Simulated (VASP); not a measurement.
# In4Sb4H in VASP: single point with LDA

Aim: the single point of In4Sb4H with LDA.

Everything below comes from runs of VASP 6.6.1. Logs are shortened: lines on timing, memory, paths and dates and some standing lists are left out, and cuts for length are marked.

### Step 1. The cell of the first run

The cell holds a slab with vacuum, 18 atoms: a = 9.137 Å, b = 6.461 Å, c = 19.853 Å, α = 90.00°, β = 90.00°, γ = 90.00°.

### Step 2. Single point, LDA

Input file INCAR:

```
SYSTEM = In4Sb4H
PREC = Accurate
ENCUT = 520
EDIFF = 1E-7
ISMEAR = -1
SIGMA = 0.05
LREAL = Auto
LASPH = .True.
NELM = 80
ALGO = Normal
ISIF = 2
LWAVE = .False.
LCHARG = .False.
NBANDS = 88
```

Input file KPOINTS:

```
regular mesh
0
Gamma
  2 2 1
  0 0 0
```

Input file POSCAR:

```
In4Sb4H
1.0
    9.1372340000      0.0000000000      0.0000000000
    0.0000000000      6.4610000000      0.0000000000
    0.0000000000      0.0000000000     19.8529250000
In Sb H
8 8 2
Direct
    0.0000000000      0.0000000000      0.0503704114
    0.7364810839      0.4285714286      0.1736570304
    0.3076423346      0.6356291596      0.1776413299
    0.4999981395      0.0000000000      0.0503704114
    0.5144664129      0.0267605634      0.3081561029
    0.2666343009      0.4727596347      0.3775715669
    0.7844715370      0.4784553475      0.3607277013
    0.9909891768      0.1074291905      0.2960823153
    1.0554944746      0.3388639529      0.1618502060
    0.2499990697      0.7500077387      0.0503704114
    0.7499972092      0.7500077387      0.0503704114
    0.4638384001      0.2053087757      0.1813989626
    0.5038176761      0.2810710416      0.4125840399
    0.7492858342      0.8273796626      0.2645403637
    0.2266221922      0.8418511066      0.3195599641
    1.0155480313      0.2435691069      0.4249650870
    0.6889284000      0.0859309704      0.4814957997
    0.7249677528     -0.0017489553      0.5097938969
```

Potentials or basis: VASP PAW LDA potentials, release 64 (In_d, Sb, H).

Command:

```sh
cat potpaw_LDA.64/In_d/POTCAR potpaw_LDA.64/Sb/POTCAR potpaw_LDA.64/H/POTCAR > POTCAR
mpirun -np 1 vasp_std > vasp.out
```

OUTCAR:

```text
SYSTEM = In4Sb4H
   PREC = Accurate
   ENCUT = 520
   EDIFF = 1E-7
   ISMEAR = -1
   LREAL = Auto
   LASPH = .True.
   NELM = 80
   ISIF = 2

 ion  position               nearest neighbor table
   1  0.000  0.000  0.050-  10 2.80  11 2.80   9 3.15
   2  0.736  0.429  0.174-  12 2.88   9 2.98  14 3.15  11 3.21   7 3.75   8 3.95
   3  0.308  0.636  0.178-  10 2.68   9 3.01  12 3.13  15 3.20   4 3.88
   4  0.500  0.000  0.050-  11 2.80  10 2.80  12 2.94   3 3.88
   5  0.514  0.027  0.308-  13 2.65  14 2.65  12 2.81  15 2.90   6 3.92   7 3.96
   6  0.267  0.473  0.378-  13 2.59  15 2.67  16 2.89   8 3.81   5 3.92
   7  0.784  0.478  0.361-  16 2.90  14 2.97  13 3.04   8 3.31   2 3.75   5 3.96
   8  0.991  0.107  0.296-  16 2.71  15 2.79  14 2.92   9 3.11   7 3.31   6 3.81   2 3.95
   9  0.055  0.339  0.162-   2 2.98   3 3.01   8 3.11   1 3.15
  10  0.250  0.750  0.050-   3 2.68   1 2.80   4 2.80
  11  0.750  0.750  0.050-   4 2.80   1 2.80   2 3.21
  12  0.464  0.205  0.181-   5 2.81   2 2.88   4 2.94   3 3.13
  13  0.504  0.281  0.413-   6 2.59   5 2.65   7 3.04
  14  0.749  0.827  0.265-   5 2.65   8 2.92   7 2.97   2 3.15
  15  0.227  0.842  0.320-   6 2.67   8 2.79   5 2.90   3 3.20
  16  0.016  0.244  0.425-   8 2.71   6 2.89   7 2.90
  17  0.689  0.086  0.481-  18 0.86
  18  0.725  0.998  0.510-  17 0.86

  LATTYP: Found a simple orthorhombic cell.
 ALAT       =     6.4610000000
 B/A-ratio  =     1.4142135892
 C/A-ratio  =     3.0727325491

  Lattice vectors:

 A1 = (   0.0000000000,  -6.4610000000,   0.0000000000)
 A2 = (   9.1372340000,   0.0000000000,   0.0000000000)
 A3 = (   0.0000000000,   0.0000000000,  19.8529250000)

Analysis of symmetry for initial positions (statically):
=====================================================================
 Subroutine PRICEL returns:
 Original cell was already a primitive cell.

 Routine SETGRP: Setting up the symmetry group for a
 simple orthorhombic supercell.

 Subroutine GETGRP returns: Found  1 space group operations
 (whereof  1 operations were pure point group operations)
 out of a pool of  8 trial point group operations.

The static configuration has the point symmetry C_1 .

Analysis of symmetry for dynamics (positions and initial velocities):
=====================================================================
 Subroutine PRICEL returns:
 Original cell was already a primitive cell.

 Routine SETGRP: Setting up the symmetry group for a
 simple orthorhombic supercell.

 Subroutine GETGRP returns: Found  1 space group operations
 (whereof  1 operations were pure point group operations)
 out of a pool of  8 trial point group operations.

The dynamic configuration has the point symmetry C_1 .

 Subroutine INISYM returns: Found  1 space group operations
 (whereof  1 operations are pure point group operations),
 and found     1 'primitive' translations

----------------------------------------------------------------------------------------

                                     Primitive cell

  volume of cell :    1172.0307

  direct lattice vectors                    reciprocal lattice vectors
     9.137234000  0.000000000  0.000000000     0.109442310  0.000000000  0.000000000
     0.000000000  6.461000000  0.000000000     0.000000000  0.154774803  0.000000000
     0.000000000  0.000000000 19.852925000     0.000000000  0.000000000  0.050370411

  length of vectors
     9.137234000  6.461000000 19.852925000     0.109442310  0.154774803  0.050370411

  position of ions in fractional coordinates (direct lattice)
     0.000000000  0.000000000  0.050370411
     0.736481084  0.428571429  0.173657030
     0.307642335  0.635629160  0.177641330
     0.499998140  0.000000000  0.050370411
     0.514466413  0.026760563  0.308156103
     0.266634301  0.472759635  0.377571567
[... 10 lines left out ...]
     0.688928400  0.085930970  0.481495800
     0.724967753  0.998251045  0.509793897

  ion indices of the primitive-cell ions
   primitive index   ion index
                 1           1
                 2           2
                 3           3
                 4           4
                 5           5
                 6           6
[... 10 lines left out ...]
                17          17
                18          18

----------------------------------------------------------------------------------------

 KPOINTS: regular mesh

Automatic generation of k-mesh.
 Grid dimensions read from file:
 generate k-points for:    2    2    1

 Generating k-lattice:

  Cartesian coordinates                     Fractional coordinates (reciprocal lattice)
     0.054721155  0.000000000  0.000000000     0.500000000  0.000000000  0.000000000
     0.000000000  0.077387401  0.000000000     0.000000000  0.500000000  0.000000000
     0.000000000  0.000000000  0.050370411     0.000000000  0.000000000  1.000000000

  Length of vectors
     0.054721155  0.077387401  0.050370411

  Shift w.r.t. Gamma in fractional coordinates (k-lattice)
     0.000000000  0.000000000  0.000000000

 Subroutine IBZKPT returns following result:
 ===========================================

 Found      4 irreducible k-points:

 Following reciprocal coordinates:
            Coordinates               Weight
  0.000000  0.000000  0.000000      1.000000
  0.500000  0.000000  0.000000      1.000000
  0.000000  0.500000  0.000000      1.000000
  0.500000  0.500000  0.000000      1.000000
   k-points           NKPTS =      4   k-points in BZ     NKDIM =      4   number of bands    NBANDS=     88
   number of dos      NEDOS =    301   number of ions     NIONS =     18
   total plane-waves  NPLWV = 504000
   dimension x,y,z NGX =    70 NGY =   48 NGZ =  150
   dimension x,y,z NGXF=   140 NGYF=   96 NGZF=  300
   ions per type =               8   8   2
   NGX,Y,Z   is equivalent  to a cutoff of  12.74, 12.35, 12.56 a.u.
   NGXF,Y,Z  is equivalent  to a cutoff of  25.47, 24.70, 25.12 a.u.
 SYSTEM =  In4Sb4H
   PREC   = accura    normal or accurate (medium, high low for compatibility)
   ISTART =      0    job   : 0-new  1-cont  2-samecut
   ICHARG =      2    charge: 1-file 2-atom 10-const
   ISPIN  =      1    spin polarized calculation?
   LNONCOLLINEAR =      F non collinear calculations
   LSORBIT =      F    spin-orbit coupling
   LASPH  =      T    aspherical Exc in radial PAW
   ENCUT  =  520.0 eV  38.22 Ry    6.18 a.u.  16.99 12.01 36.91*2*pi/ulx,y,z
   NELM   =     80;   NELMIN=  2; NELMDL= -5     # of ELM steps
   EDIFF  = 0.1E-06   stopping-criterion for ELM
   LREAL  =      T    real-space projection
   EDIFFG = 0.1E-05   stopping-criterion for IOM
   NSW    =      0    number of steps for IOM
   IBRION =     -1    ionic relax: 0-MD 1-quasi-New 2-CG
   NFREE  =      0    steps in history (QN), initial steepest desc. (CG)
   ISIF   =      2    stress and relaxation
   ISYM   =      2    0-nonsym 1-usesym 2-fastsym
   POTIM  = 0.5000    time-step for ionic-motion
   TEBEG  =    0.0;   TEEND  =   0.0 temperature during run
   PSTRESS=    0.0 pullay stress
   NELECT =     146.0000    total number of electrons
   NUPDOWN=      -1.0000    fix difference up-down
   EMIN   =  10.00;   EMAX   =-10.00  energy-range for DOS
   EFERMI =   0.00;   METHOD = LEGACY
   ISMEAR =    -1;   SIGMA  =   0.05  broadening in eV -4-tet -1-fermi 0-gaus
   EFERMI_NEDOS =   21; number of points for ismear=-14 and -15
   IALGO  =     38    algorithm
   IMIX   =      4    mixing-type and parameters
     AMIX     =   0.40;   BMIX     =  1.00
     AMIX_MAG =   1.60;   BMIX_MAG =  1.00
  volume/ion in A,a.u.               =      65.11       439.40
  Fermi-wavevector in a.u.,A,eV,Ry     =   0.817610  1.545059  9.095303  0.668486
  Thomas-Fermi vector in A             =   1.928088
   LORBIT       =      0    0 simple, 1 ext, 2 COOP (PROOUT), +10 PAW based schemes
   GGA     = CA    functional components
   LHFCALC =     F    Hartree Fock is set to
   AEXX    =    0.0000 exact exchange contribution
   IVDW    =     0    specifies the selected vdW correction
   LEPSILON=     F    determine dielectric tensor
   LRPA    =     F    only Hartree local field effects (RPA)
 non-spin polarized calculation
  energy-cutoff  :      520.00
  volume of cell :     1172.03
 maximum number of plane-waves:     31632
 NGX is ok and might be reduce to    70
   NGX = 33   NGY = 25   NGZ = 73

 number of electron     146.0000011 magnetization

 Free energy of the ion-electron system (eV)
  ---------------------------------------------------
  ext. energy  EPLUGINS =         0.00000000
  ---------------------------------------------------
  free energy    TOTEN  =       -64.57434474 eV

  energy without entropy =      -64.52876978  energy(sigma->0) =      -64.55155726

 E-fermi :  -0.1365     XC(G=0):  -5.0231

 val. band max:       -0.1970762482   @ k =   0.0000   0.0000   0.0000
 cond. band min:      -0.0748955767   @ k =   0.0000   0.5000   0.0000
 fundamental gap:      0.1221806716
 Fermi energy:        -0.1365355028

 k-point     1 :       0.0000    0.0000    0.0000
  band No.  band energies     occupation
      1     -15.0064      2.00000
      2     -14.9154      2.00000
      3     -14.8997      2.00000
      4     -14.8679      2.00000
      5     -14.8591      2.00000
      6     -14.8258      2.00000
[... 77 lines left out ...]
     84       2.0548      0.00000
     85       2.2553      0.00000

 k-point     2 :       0.5000    0.0000    0.0000
  band No.  band energies     occupation
      1     -15.0069      2.00000
      2     -14.9115      2.00000
      3     -14.9017      2.00000
      4     -14.8675      2.00000
      5     -14.8558      2.00000
      6     -14.8249      2.00000
[... 77 lines left out ...]
     84       2.2930      0.00000
     85       2.6332      0.00000

 k-point     3 :       0.0000    0.5000    0.0000
  band No.  band energies     occupation
      1     -15.0102      2.00000
      2     -14.9093      2.00000
      3     -14.8853      2.00000
      4     -14.8643      2.00000
      5     -14.8523      2.00000
      6     -14.8343      2.00000
[... 77 lines left out ...]
     84       2.4584      0.00000
     85       2.6419      0.00000

 k-point     4 :       0.5000    0.5000    0.0000
  band No.  band energies     occupation
      1     -15.0097      2.00000
      2     -14.9081      2.00000
      3     -14.8862      2.00000
      4     -14.8625      2.00000
      5     -14.8527      2.00000
      6     -14.8339      2.00000
[... 77 lines left out ...]
     84       2.6815      0.00000
     85       2.8529      0.00000
 [bands above 85 left out]

------------------------ aborting loop because EDIFF is reached ----------------------------------------

  FORCE on cell =-STRESS in cart. coord.  units (eV):
  Direction    XX          YY          ZZ          XY          YZ          ZX
  --------------------------------------------------------------------------------------
  -------------------------------------------------------------------------------------
  Total       -5.1740158     -7.7360634     -4.2958597     -3.4011223      2.9881643      1.4946294
  in kB       -7.0729297    -10.5752737     -5.8724818     -4.6493671      4.0848495      2.0431729
  external PRESSURE =      -7.8402284 kB  Pullay stress =       0.0000000 kB

 VOLUME and BASIS-vectors are now :
 -----------------------------------------------------------------------------
  energy-cutoff  :      520.00
  volume of cell :     1172.03
      direct lattice vectors                 reciprocal lattice vectors
     9.137234000  0.000000000  0.000000000     0.109442310  0.000000000  0.000000000
     0.000000000  6.461000000  0.000000000     0.000000000  0.154774803  0.000000000
     0.000000000  0.000000000 19.852925000     0.000000000  0.000000000  0.050370411

 POSITION                                       TOTAL-FORCE (eV/Angst)
 -----------------------------------------------------------------------------------
      0.00000      0.00000      1.00000        -0.131626      0.142067      1.298576
      6.72940      2.76900      3.44760         0.490119      0.673464     -0.224602
      2.81100      4.10680      3.52670        -0.284412     -0.481624      1.519925
      4.56860      0.00000      1.00000         0.193618     -0.334583      0.649684
      4.70080      0.17290      6.11780        -1.062458     -0.255213      0.106552
      2.43630      3.05450      7.49590        -1.341589     -0.041254     -0.129096
[... 10 lines left out ...]
      6.29490      0.55520      9.55910         0.756346     -1.372393      1.366429
      6.62420      6.44970     10.12090        -0.635105      1.243938     -1.269257
 -----------------------------------------------------------------------------------
    total drift:                                0.022631      0.002913     -0.006350

  FREE ENERGIE OF THE ION-ELECTRON SYSTEM (eV)
  ---------------------------------------------------
  free  energy   TOTEN  =       -64.5743447435 eV

  energy  without entropy=      -64.5287697844  energy(sigma->0) =      -64.55155726
```

Run time: 14 min. Hardware: 1 thread of Intel Xeon Platinum 8259CL at 2.50GHz (Skylake/Cascade Lake), shared host; peak memory 0.81 GiB.

What came out:

```yaml
Free_energy: -64.5743 eV
Largest_force: 2.079 eV/Å
Band_gap_on_the_k_mesh: 0.12 eV (least direct gap 0.19 eV)
```

Forces in eV/Å, atoms in the order of the input:
```
In  -0.132  0.142  1.299
In   0.490  0.673 -0.225
In  -0.284 -0.482  1.520
In   0.194 -0.335  0.650
In  -1.062 -0.255  0.107
In  -1.342 -0.041 -0.129
In  -0.461  0.301  0.388
In  -0.157 -0.198 -1.293
Sb  -0.892 -0.602  0.195
Sb   0.002  0.038 -1.138
Sb   0.019  0.056 -0.121
Sb   0.184  1.185 -0.751
Sb   1.748  0.378  0.696
Sb   0.977 -1.320 -0.085
Sb   0.742 -0.186 -1.251
Sb  -0.146  0.773  0.041
H    0.756 -1.372  1.366
H   -0.635  1.244 -1.269
```

Levels at points of the mesh, in eV from the valence-band top:
| k point | band 69 | band 70 | band 71 | band 72 | band 73 | band 74 | band 75 | band 76 | band 77 | band 78 |
| --- | --- | --- | --- | --- | --- | --- | --- | --- | --- | --- |
| (0.00, 0.00, 0.00) | -0.90 | -0.63 | -0.37 | -0.29 | 0.00 | 0.19 | 0.27 | 0.41 | 0.73 | 0.84 |
| (0.50, 0.00, 0.00) | -1.05 | -0.83 | -0.70 | -0.44 | -0.20 | 0.33 | 0.48 | 0.85 | 1.12 | 1.38 |
| (0.00, 0.50, 0.00) | -0.75 | -0.71 | -0.52 | -0.41 | -0.33 | 0.12 | 0.33 | 0.62 | 0.97 | 1.24 |
| (0.50, 0.50, 0.00) | -0.76 | -0.72 | -0.70 | -0.53 | -0.06 | 0.49 | 0.70 | 0.91 | 1.28 | 1.62 |

Caveat: the k points lie up to 0.49 Å⁻¹ apart; the atoms stand as in a frame of molecular dynamics; there is no dipole correction, which matters where the two faces differ; semilocal functionals underestimate gaps, and a narrow one can read as zero; spin-orbit coupling is left out, which moves the levels of the heavy elements.
